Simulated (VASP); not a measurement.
Runs of VASP 6.6.1 on MnV. Symmetry: Pm-3m, No. 221, cubic system. The conventional cell has a = 2.900 Å, b = 2.900 Å, c = 2.900 Å, α = 90.00°, β = 90.00°, γ = 90.00°. Within 3.3 Å of Mn (site symmetry m-3m) lie 8 V at 2.51 Å and 6 Mn at 2.90 Å. V (site symmetry m-3m) has 8 Mn at 2.51 Å and 6 V at 2.90 Å within 3.3 Å. 

```csv
spin,fixed moment (μB),pressure (GPa),moment (μB)
"collinear, ferromagnetic start",1.2,-15.9,1.20
"collinear, ferromagnetic start",1.8,-10.7,1.80
"collinear, ferromagnetic start",0.8,(b),0.80
"collinear, ferromagnetic start",0.4,-20.6,0.40
"collinear, zero start",0.0,-21.6,0.00
"collinear, ferromagnetic start",3.2,(a),3.20
"collinear, ferromagnetic start",2.4,-5.7,2.40
off,-,-21.6,-
```

Alike in all rows: task single point; level LDA; potentials or basis VASP PAW LDA potentials, release 64 (Mn_pv, V_sv); cell as given; k mesh 11 × 11 × 11; cutoff (eV) 520; smearing fermi-dirac 0.05 eV.

Question: Estimate the missing entries.

Answer: (a) 1.4; (b) -19.1.

Caveats: the cell stands under tension (at least some runs); the total moment is fixed, so each spin has its own Fermi level (at least some runs).
